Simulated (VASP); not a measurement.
Write the native input for VASP 6.6.1 that does the following.

* Task: single point
* Functional: LDA
* Potentials or basis: VASP PAW LDA potentials, release 64 (Si, W_sv)
* Cutoff: 520 eV
* k mesh: 6 × 6 × 4
* Occupations: fermi-dirac, width 0.02 eV
* Spin: no spin polarisation
* Dipole correction: no
* Further INCAR settings: ALGO = Normal; EDIFF = 1e-06; NBANDS = 43

The structure of Si2W lies in POSCAR:

```
Si2W
1.0
    4.5794434783      0.0000000000      0.0000000000
   -2.2897217391      3.9659143874      0.0000000000
    0.0000000000      0.0000000000      6.6099580592
Si W
6 3
Direct
    0.8364194249      0.6728388498      0.5000000000
    0.1635805751      0.8364194249      0.8333333333
    0.6728388498      0.8364194249      0.1666666667
    0.1635805751      0.3271611502      0.5000000000
    0.8364194249      0.1635805751      0.8333333333
    0.3271611502      0.1635805751      0.1666666667
    0.0000000000      0.5000000000      0.1666666667
    0.5000000000      0.5000000000      0.8333333333
    0.5000000000      0.0000000000      0.5000000000
```

The input as run:

INCAR

```
PREC = Accurate
ENCUT = 520
EDIFF = 1E-6
ISMEAR = -1
SIGMA = 0.02
LREAL = False
LASPH = True
NELM = 100
ALGO = Normal
ISIF = 2
LWAVE = False
LCHARG = False
NBANDS = 43
```

KPOINTS

```
Automatic mesh
0
Gamma
  6 6 4
```

Potentials or basis: VASP PAW LDA potentials, release 64 (Si, W_sv).

Run with:

```console
$ cat potpaw_LDA.64/Si/POTCAR potpaw_LDA.64/W_sv/POTCAR > POTCAR
$ mpirun -np 1 vasp_std > vasp.out
```

Results of the run:

* Pressure: -3.7 GPa
* Largest force: 0.045 eV/Å
* Band gap on the k mesh: zero (band 33 reaches 12.65 eV, above the bottom of band 34 at 12.63 eV)

Caveat: spin-orbit coupling is left out, which moves the levels of the heavy elements.

Run time: 49 s on 1 thread of AMD EPYC 9R45 96-Core Processor (Zen 5), on a shared host, peak memory 0.21 GiB.
